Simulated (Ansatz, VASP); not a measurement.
**HfN in VASP and in Ansatz**

```
CELL_PARAMETERS angstrom
3.08079 0.00000 0.00000
-1.54040 2.66804 0.00000
0.00000 0.00000 5.55266
ATOMIC_POSITIONS crystal
Hf 0.66667 0.33333 0.75000
Hf 0.33333 0.66667 0.25000
N 0.00000 0.00000 0.00000
N 0.00000 0.00000 0.50000
```

Change from the starting cell: strain -0.015 along x and y, +0.030 along z, atoms carried along.

Alike in both runs: task single point; functional PBEsol; k mesh 18 × 18 × 10; occupations gaussian, width 0.15 eV; no spin polarisation.

|  | VASP | Ansatz |
| --- | --- | --- |
| version | VASP 6.6.1 | Ansatz 0.2.0 |
| potentials or method | VASP PAW PBE potentials, release 64 (Hf_pv, N), cutoff 520 eV | scalar-relativistic, plane waves, PAW |
| valence electrons in the cell | 30 | 62 |

Ansatz gave:

| Property | Result |
| --- | --- |
| gap on the k mesh at the Fermi level (eV) | none |
| pressure (GPa) | 0.2 |
| traceless stress, the component that is largest in VASP (GPa) | -12.50 |

Which values does VASP return?

gap on the k mesh at the Fermi level (eV): none; pressure (GPa): -1.9; traceless stress, the component that is largest in VASP (GPa): -12.54.

VASP's potentials were made for PBE, not for PBEsol. A gap of «none» marks a metal or a gap that the smearing closes. VASP's potentials hold 30 valence electrons a cell and Ansatz's 62, so a difference there can come from the potentials and not from the codes.

Spin-orbit coupling is off throughout.
